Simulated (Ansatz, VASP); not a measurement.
## One calculation of Sb, two programs

INCAR

```
SYSTEM = Sb
  PREC = Accurate
  ENCUT = 400
  EDIFF = 1E-8
  ISMEAR = -1
  SIGMA = 0.05
  LREAL = .FALSE.
  LASPH = .TRUE.
  NELM = 120
  ALGO = Normal
  ISIF = 2
  LWAVE = .FALSE.
  LCHARG = .FALSE.
  GGA = PS
  LEFG = .TRUE.
  NBANDS = 12
  GGA_COMPAT = .FALSE.
```

KPOINTS

```
Automatic mesh
0
G
  9 9 9
  0 0 0
```

Contents of POSCAR:

```
Sb
1.0
    2.1506003320      1.2416496806      3.6691200000
   -2.1506003320      1.2416496806      3.6691200000
    0.0000000000     -2.4832993611      3.6691200000
Sb
2
Direct
    0.2336400000      0.2336400000      0.2336400000
    0.7663600000      0.7663600000      0.7663600000
```

Input for Ansatz:

```yaml
crystal:
  lattice:
    - [2.150600332, 1.2416496806, 3.66912]
    - [-2.150600332, 1.2416496806, 3.66912]
    - [0.0, -2.4832993611, 3.66912]
  atoms:
    - { symbol: Sb, position: [0.23364, 0.23364, 0.23364] }
    - { symbol: Sb, position: [0.76636, 0.76636, 0.76636] }
kpoints:
  mp_grid: { grid: [9, 9, 9] }
scf:
  occupations: { method: fermi_dirac, width: 0.05 }
hamiltonian:
  xc: pbesol
  pseudopotentials: { kind: all_electron, datasets: crystal }
output:
  forces: true
  stress: true
  eigenvalues: true
  efg: { contact_densities: true }
```

Change from the starting cell: zz strain of -2 %, crystal datasets.

Alike in both runs: task electric field gradients; functional PBEsol; k mesh 9 × 9 × 9; occupations fermi-dirac, width 0.05 eV; no spin polarisation.

|  | VASP | Ansatz |
| --- | --- | --- |
| version | VASP 6.6.1 | Ansatz 0.2.0 |
| potentials or method | VASP PAW PBE potentials, release 64 (Sb), cutoff 400 eV | all-electron PAW with datasets made for the crystal, scalar-relativistic |

```csv
,VASP,Ansatz,Ansatz less VASP
pressure (GPa),1.7,1.5,-0.20
"traceless stress, the component that is largest in VASP (GPa)",0.01,0.08,+0.063
rms of the force components (eV/Å),0.190,0.156,-0.0341
size of Vzz on the site where it differs most (V/Å²),49.5,53.9,+4.46
```

VASP's potentials were made for PBE, not for PBEsol. Atom by atom the forces differ by 0.034 eV/Å (rms over components). Ansatz ran all-electron here, and VASP with PAW potentials.

Neither program's run includes spin-orbit coupling.
